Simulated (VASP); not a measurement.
Set up this calculation in VASP 6.6.1, as the native input.

| Item | Value |
| --- | --- |
| Task | single point |
| Functional | PBE |
| Potentials or basis | VASP PAW PBE potentials, release 64 (Si, B, Te) |
| Cutoff | 520 eV |
| k mesh | 6 × 6 × 10 |
| Occupations | gaussian, width 0.1 eV |
| Spin | no spin polarisation |
| Dipole correction | no |
| Further INCAR settings | ALGO = Normal; EDIFF = 1e-06; NBANDS = 22 |

The structure of Si3BTe2 lies in POSCAR:

```
Si3BTe2
1.0
    5.1699921916      0.0000000000      0.0000000000
   -2.5849960958      4.4773445753      0.0000000000
    0.0000000000      0.0000000000      5.6135436109
Si B Te
3 1 2
Direct
    0.5000000000      0.0000000000      0.5000000000
    0.5000000000      0.5000000000      0.5000000000
    0.0000000000      0.5000000000      0.5000000000
    0.0000000000      0.0000000000      0.0000000000
    0.3333333333      0.6666666667      0.0000000000
    0.6666666667      0.3333333333      0.0000000000
```

The cell was generated, and may not be a known phase.

These files were run (other wordings do the same):

INCAR

```
SYSTEM = Si3BTe2
  PREC = Accurate
  ENCUT = 520
  EDIFF = 1E-6
  ISMEAR = 0
  SIGMA = 0.1
  LREAL = .FALSE.
  LASPH = .TRUE.
  NELM = 100
  ALGO = Normal
  ISIF = 2
  LWAVE = .FALSE.
  LCHARG = .FALSE.
  GGA = PE
  NBANDS = 22
```

KPOINTS

```
regular mesh
0
G
  6 6 10
  0 0 0
```

Potentials or basis: VASP PAW PBE potentials, release 64 (Si, B, Te).

Command:

```bash
$ cat potpaw_PBE.64/Si/POTCAR potpaw_PBE.64/B/POTCAR potpaw_PBE.64/Te/POTCAR > POTCAR
$ mpirun -np 1 vasp_std > vasp.out
```

Results of the run:

The pressure is 0.0 GPa. The band gap on the k mesh is zero (an odd number of electrons rules out a gap without spin polarisation).

Caveat: spin-orbit coupling is left out, which moves the levels of the heavy elements; an odd number of electrons without spin polarisation forces a metal; a magnetic or distorted state may lie lower.

Run time: 60 s on 1 thread of AMD EPYC 9R45 96-Core Processor (Zen 5), on a shared host, peak memory 0.27 GiB.
